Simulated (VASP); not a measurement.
C, 32 atoms in the cell. The cell holds a slab with vacuum, 32 atoms: a = 9.864 Å, b = 9.864 Å, c = 13.000 Å, α = 90.00°, β = 90.00°, γ = 120.00°. 

```yaml
Program: VASP 6.6.1
Task: single point
Functional: PBE
Potentials_or_basis: VASP PAW PBE potentials, release 64 (C)
Cutoff: 520 eV
k_mesh: 1 × 1 × 1
Occupations: fermi-dirac, width 0.02 eV
Spin: no spin polarisation
Dipole_correction: no
Further_INCAR_settings: LREAL = Auto; ALGO = Normal; EDIFF = 1e-06; NBANDS = 86; NELMDL = -8
```

Potentials or basis: VASP PAW PBE potentials, release 64 (C).

The run is started by

```bash
$ cat potpaw_PBE.64/C/POTCAR > POTCAR
$ mpirun -np 1 vasp_gam > vasp.out
```

Hardware: 1 thread of Intel(R) Xeon(R) Platinum 8375C CPU @ 2.90GHz (Ice Lake), on a shared host.

Q: Estimate the wall time of this run.

A: It took 3.6 min on 1 thread of Intel(R) Xeon(R) Platinum 8375C CPU @ 2.90GHz (Ice Lake), with other jobs on the host, peak memory 1 GiB. Counts: scf iterations 25, k points 1.
